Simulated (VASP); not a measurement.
# BP (F-43m) in VASP: a series of runs

BP is run at these levels: PBE; tasks: single point.

Everything below comes from runs of VASP 6.6.1. Logs are shortened: lines on timing, memory, paths and dates and some standing lists are left out, and cuts for length are marked.

## 1. The cell of the first run

Symmetry: F-43m, No. 216, cubic system. Conventional cell: a = 4.593 Å, b = 4.593 Å, c = 4.593 Å, α = 90.00°, β = 90.00°, γ = 90.00°. Within 2.6 Å of B (site symmetry -43m) lie 4 P at 1.99 Å. P (site symmetry -43m) has 4 B at 1.99 Å within 2.6 Å.

## 2. Single point, PBE (12.11 Å³/atom)

Input file INCAR:

```
PREC = Accurate ; ENCUT = 500
EDIFF = 1E-6 ; ISMEAR = 0
SIGMA = 0.02 ; LREAL = F
LASPH = T ; NELM = 120
ALGO = Normal ; ISIF = 2
LWAVE = F ; LCHARG = F
GGA = PE ; NBANDS = 11
GGA_COMPAT = F
```

Input file KPOINTS:

```
Automatic mesh
0
Gamma
  10 10 10
```

Input file POSCAR:

```
BP
1.0
    0.0000000000      2.2967036050      2.2967036050
    2.2967036050      0.0000000000      2.2967036050
    2.2967036050      2.2967036050      0.0000000000
B P
1 1
Direct
    0.0000000000      0.0000000000      0.0000000000
    0.2500000000      0.2500000000      0.2500000000
```

Potentials or basis: VASP PAW PBE potentials, release 64 (B, P).

Command:

```console
> cat potpaw_PBE.64/B/POTCAR potpaw_PBE.64/P/POTCAR > POTCAR
> mpirun -np 1 vasp_std > vasp.out
```

OUTCAR:

```text
PREC = Accurate
   ENCUT = 500
   EDIFF = 1E-6
   ISMEAR = 0
   LREAL = F
   LASPH = T
   NELM = 120
   ISIF = 2
   GGA = PE

 ion  position               nearest neighbor table
   1  0.000  0.000  0.000-   2 1.99   2 1.99   2 1.99   2 1.99
   2  0.250  0.250  0.250-   1 1.99   1 1.99   1 1.99   1 1.99

  LATTYP: Found a face centered cubic cell.
 ALAT       =     4.5934072100

  Lattice vectors:

 A1 = (   0.0000000000,   2.2967036050,   2.2967036050)
 A2 = (   2.2967036050,   0.0000000000,   2.2967036050)
 A3 = (   2.2967036050,   2.2967036050,   0.0000000000)

Analysis of symmetry for initial positions (statically):
=====================================================================
 Subroutine PRICEL returns:
 Original cell was already a primitive cell.

 Routine SETGRP: Setting up the symmetry group for a
 face centered cubic supercell.

 Subroutine GETGRP returns: Found 24 space group operations
 (whereof 24 operations were pure point group operations)
 out of a pool of 48 trial point group operations.

The static configuration has the point symmetry T_d .

Analysis of symmetry for dynamics (positions and initial velocities):
=====================================================================
 Subroutine PRICEL returns:
 Original cell was already a primitive cell.

 Routine SETGRP: Setting up the symmetry group for a
 face centered cubic supercell.

 Subroutine GETGRP returns: Found 24 space group operations
 (whereof 24 operations were pure point group operations)
 out of a pool of 48 trial point group operations.

The dynamic configuration has the point symmetry T_d .

 Subroutine INISYM returns: Found 24 space group operations
 (whereof 24 operations are pure point group operations),
 and found     1 'primitive' translations

----------------------------------------------------------------------------------------

                                     Primitive cell

  volume of cell :      24.2295

  direct lattice vectors                    reciprocal lattice vectors
     0.000000000  2.296703605  2.296703605    -0.217703320  0.217703320  0.217703320
     2.296703605  0.000000000  2.296703605     0.217703320 -0.217703320  0.217703320
     2.296703605  2.296703605  0.000000000     0.217703320  0.217703320 -0.217703320

  length of vectors
     3.248029387  3.248029387  3.248029387     0.377073211  0.377073211  0.377073211

  position of ions in fractional coordinates (direct lattice)
     0.000000000  0.000000000  0.000000000
     0.250000000  0.250000000  0.250000000

  ion indices of the primitive-cell ions
   primitive index   ion index
                 1           1
                 2           2

----------------------------------------------------------------------------------------

 KPOINTS: Automatic mesh

Automatic generation of k-mesh.
 Grid dimensions read from file:
 generate k-points for:   10   10   10

 Generating k-lattice:

  Cartesian coordinates                     Fractional coordinates (reciprocal lattice)
    -0.021770332  0.021770332  0.021770332     0.100000000  0.000000000  0.000000000
     0.021770332 -0.021770332  0.021770332     0.000000000  0.100000000  0.000000000
     0.021770332  0.021770332 -0.021770332     0.000000000  0.000000000  0.100000000

  Length of vectors
     0.037707321  0.037707321  0.037707321

  Shift w.r.t. Gamma in fractional coordinates (k-lattice)
     0.000000000  0.000000000  0.000000000

 Subroutine IBZKPT returns following result:
 ===========================================

 Found     47 irreducible k-points:

 Following reciprocal coordinates:
            Coordinates               Weight
  0.000000  0.000000  0.000000      1.000000
  0.100000  0.000000  0.000000      8.000000
  0.200000  0.000000  0.000000      8.000000
  0.300000  0.000000  0.000000      8.000000
  0.400000  0.000000  0.000000      8.000000
  0.500000  0.000000  0.000000      4.000000
[... 16 lines left out ...]
  0.300000  0.300000  0.000000      6.000000
  0.400000  0.300000  0.000000     24.000000
 [... further k-points ...]
   k-points           NKPTS =     47   k-points in BZ     NKDIM =     47   number of bands    NBANDS=     11
   number of dos      NEDOS =    301   number of ions     NIONS =      2
   total plane-waves  NPLWV =  13824
   dimension x,y,z NGX =    24 NGY =   24 NGZ =   24
   dimension x,y,z NGXF=    48 NGYF=   48 NGZF=   48
   ions per type =               1   1
   NGX,Y,Z   is equivalent  to a cutoff of  12.28, 12.28, 12.28 a.u.
   NGXF,Y,Z  is equivalent  to a cutoff of  24.57, 24.57, 24.57 a.u.
 SYSTEM =  unknown system
   PREC   = accura    normal or accurate (medium, high low for compatibility)
   ISTART =      0    job   : 0-new  1-cont  2-samecut
   ICHARG =      2    charge: 1-file 2-atom 10-const
   ISPIN  =      1    spin polarized calculation?
   LNONCOLLINEAR =      F non collinear calculations
   LSORBIT =      F    spin-orbit coupling
   LASPH  =      T    aspherical Exc in radial PAW
   ENCUT  =  500.0 eV  36.75 Ry    6.06 a.u.   5.92  5.92  5.92*2*pi/ulx,y,z
   NELM   =    120;   NELMIN=  2; NELMDL= -5     # of ELM steps
   EDIFF  = 0.1E-05   stopping-criterion for ELM
   LREAL  =      F    real-space projection
   EDIFFG = 0.1E-04   stopping-criterion for IOM
   NSW    =      0    number of steps for IOM
   IBRION =     -1    ionic relax: 0-MD 1-quasi-New 2-CG
   NFREE  =      0    steps in history (QN), initial steepest desc. (CG)
   ISIF   =      2    stress and relaxation
   ISYM   =      2    0-nonsym 1-usesym 2-fastsym
   POTIM  = 0.5000    time-step for ionic-motion
   TEBEG  =    0.0;   TEEND  =   0.0 temperature during run
   PSTRESS=    0.0 pullay stress
   NELECT =       8.0000    total number of electrons
   NUPDOWN=      -1.0000    fix difference up-down
   EMIN   =  10.00;   EMAX   =-10.00  energy-range for DOS
   EFERMI =   0.00;   METHOD = LEGACY
   ISMEAR =     0;   SIGMA  =   0.02  broadening in eV -4-tet -1-fermi 0-gaus
   EFERMI_NEDOS =   21; number of points for ismear=-14 and -15
   IALGO  =     38    algorithm
   IMIX   =      4    mixing-type and parameters
     AMIX     =   0.40;   BMIX     =  1.00
     AMIX_MAG =   1.60;   BMIX_MAG =  1.00
  volume/ion in A,a.u.               =      12.11        81.75
  Fermi-wavevector in a.u.,A,eV,Ry     =   1.131505  2.138235 17.419593  1.280304
  Thomas-Fermi vector in A             =   2.268204
   LORBIT       =      0    0 simple, 1 ext, 2 COOP (PROOUT), +10 PAW based schemes
   GGA     = PE    functional components
   LHFCALC =     F    Hartree Fock is set to
   AEXX    =    0.0000 exact exchange contribution
   IVDW    =     0    specifies the selected vdW correction
   LEPSILON=     F    determine dielectric tensor
   LRPA    =     F    only Hartree local field effects (RPA)
 non-spin polarized calculation
 Gauss-broadening in eV      SIGMA  =   0.02
  energy-cutoff  :      500.00
  volume of cell :       24.23
 maximum number of plane-waves:       636
   NGX = 11   NGY = 11   NGZ = 11

 number of electron       7.9999999 magnetization

 Free energy of the ion-electron system (eV)
  ---------------------------------------------------
  ext. energy  EPLUGINS =         0.00000000
  ---------------------------------------------------
  free energy    TOTEN  =       -12.91975664 eV

  energy without entropy =      -12.91975664  energy(sigma->0) =      -12.91975664

 E-fermi :   7.2022     XC(G=0): -10.7511

 val. band max:        7.0073248913   @ k =   0.0000   0.0000   0.0000
 cond. band min:       8.2956552099   @ k =   0.4000   0.4000   0.0000
 fundamental gap:      1.2883303185
 Fermi energy:         7.2021583357

 k-point     1 :       0.0000    0.0000    0.0000
  band No.  band energies     occupation
      1      -8.1317      2.00000
      2       7.0073      2.00000
      3       7.0073      2.00000
      4       7.0073      2.00000
      5      10.3571      0.00000
      6      10.3571      0.00000
      7      10.3571      0.00000
      8      13.8338      0.00000
      9      18.2806      0.00000
     10      19.0343      0.00000
     11      19.0343      0.00000

 k-point     2 :       0.1000    0.0000    0.0000
  band No.  band energies     occupation
      1      -7.9569      2.00000
      2       5.7307      2.00000
      3       6.7222      2.00000
      4       6.7222      2.00000
      5      10.7519      0.00000
      6      10.7519      0.00000
      7      10.7561      0.00000
      8      14.3928      0.00000
      9      18.3733      0.00000
     10      18.3733      0.00000
     11      18.8305      0.00000

 k-point     3 :       0.2000    0.0000    0.0000
  band No.  band energies     occupation
      1      -7.4398      2.00000
      2       3.4426      2.00000
      3       6.1787      2.00000
      4       6.1787      2.00000
      5      10.8881      0.00000
      6      11.4571      0.00000
      7      11.4571      0.00000
      8      15.6670      0.00000
      9      17.7864      0.00000
     10      17.7864      0.00000
     11      19.6784      0.00000

 k-point     4 :       0.3000    0.0000    0.0000
  band No.  band energies     occupation
      1      -6.6116      2.00000
      2       1.1458      2.00000
      3       5.7012      2.00000
      4       5.7012      2.00000
      5      10.7568      0.00000
      6      11.8031      0.00000
      7      11.8031      0.00000
      8      16.7226      0.00000
      9      18.3241      0.00000
     10      18.3241      0.00000
     11      19.8911      0.00000

 k-point     5 :       0.4000    0.0000    0.0000
  band No.  band energies     occupation
      1      -5.5888      2.00000
      2      -0.8078      2.00000
      3       5.3976      2.00000
      4       5.3976      2.00000
      5      10.6244      0.00000
      6      11.7616      0.00000
      7      11.7616      0.00000
      8      17.0184      0.00000
      9      19.9437      0.00000
     10      19.9437      0.00000
     11      20.7355      0.00000
[... 211 lines left out ...]
 k-point    21 :      -0.3000    0.2000    0.0000
  band No.  band energies     occupation
      1      -5.3691      2.00000
      2       0.1797      2.00000
      3       2.4840      2.00000
      4       5.1432      2.00000
      5      10.8556      0.00000
      6      13.0377      0.00000
      7      13.7360      0.00000
      8      16.0783      0.00000
      9      17.3175      0.00000
     10      19.4318      0.00000
     11      23.6109      0.00000

 k-point    22 :      -0.2000    0.2000    0.0000
  band No.  band energies     occupation
      1      -6.3292      2.00000
      2       1.8441      2.00000
      3       2.9766      2.00000
      4       5.7949      2.00000
      5      11.3888      0.00000
      6      12.2296      0.00000
      7      13.2381      0.00000
      8      15.0949      0.00000
      9      16.4824      0.00000
     10      20.3584      0.00000
     11      22.3434      0.00000

 k-point    23 :       0.3000    0.3000    0.0000
  band No.  band energies     occupation
      1      -6.0831      2.00000
      2       2.2110      2.00000
      3       3.8926      2.00000
      4       3.8926      2.00000
      5       8.5599      0.00000
      6      10.9302      0.00000
      7      15.6471      0.00000
      8      15.6471      0.00000
      9      19.5987      0.00000
     10      21.2312      0.00000
     11      23.0977      0.00000

 k-point    24 :       0.4000    0.3000    0.0000
  band No.  band energies     occupation
      1      -5.2878      2.00000
      2       0.9261      2.00000
      3       3.0942      2.00000
      4       3.6058      2.00000
      5       8.8468      0.00000
      6      10.6390      0.00000
      7      16.2224      0.00000
      8      16.2668      0.00000
      9      20.5870      0.00000
     10      22.0657      0.00000
     11      23.5570      0.00000

 [... further k-points ...]

------------------------ aborting loop because EDIFF is reached ----------------------------------------

  FORCE on cell =-STRESS in cart. coord.  units (eV):
  Direction    XX          YY          ZZ          XY          YZ          ZX
  --------------------------------------------------------------------------------------
  -------------------------------------------------------------------------------------
  Total       -0.7129779     -0.7129779     -0.7129779     -0.0000000     -0.0000000      0.0000000
  in kB      -47.1456691    -47.1456691    -47.1456691     -0.0000000     -0.0000000      0.0000000
  external PRESSURE =     -47.1456691 kB  Pullay stress =       0.0000000 kB

 VOLUME and BASIS-vectors are now :
 -----------------------------------------------------------------------------
  energy-cutoff  :      500.00
  volume of cell :       24.23
      direct lattice vectors                 reciprocal lattice vectors
     0.000000000  2.296703605  2.296703605    -0.217703320  0.217703320  0.217703320
     2.296703605  0.000000000  2.296703605     0.217703320 -0.217703320  0.217703320
     2.296703605  2.296703605  0.000000000     0.217703320  0.217703320 -0.217703320

 POSITION                                       TOTAL-FORCE (eV/Angst)
 -----------------------------------------------------------------------------------
      0.00000      0.00000      0.00000        -0.000000     -0.000000     -0.000000
      1.14835      1.14835      1.14835         0.000000      0.000000      0.000000
 -----------------------------------------------------------------------------------
    total drift:                                0.000000      0.000000      0.000000

  FREE ENERGIE OF THE ION-ELECTRON SYSTEM (eV)
  ---------------------------------------------------
  free  energy   TOTEN  =       -12.9197566402 eV

  energy  without entropy=      -12.9197566402  energy(sigma->0) =      -12.91975664
```

Run time: 6.4 s. Hardware: 1 thread of Intel Xeon Platinum 8259CL at 2.50GHz (Skylake/Cascade Lake), shared host; peak memory 0.14 GiB.

What came out:

```
Free energy            : -12.9198 eV
Pressure               : -4.7 GPa
Band gap on the k mesh : 1.29 eV (least direct gap 3.35 eV)
```

Levels at points of the mesh, in eV from the valence-band top:
```tsv
k point	band 2	band 3	band 4	band 5	band 6	band 7
(0.00, 0.00, 0.00)	0.00	0.00	0.00	3.35	3.35	3.35
(0.50, 0.00, 0.00)	-8.78	-1.71	-1.71	3.57	4.69	4.69
(0.50, 0.50, 0.00)	-8.40	-3.98	-3.98	1.40	1.69	11.79
```

Caveat: the cell stands under tension. A k mesh can miss the band edges.

[end of part 1 of 2]
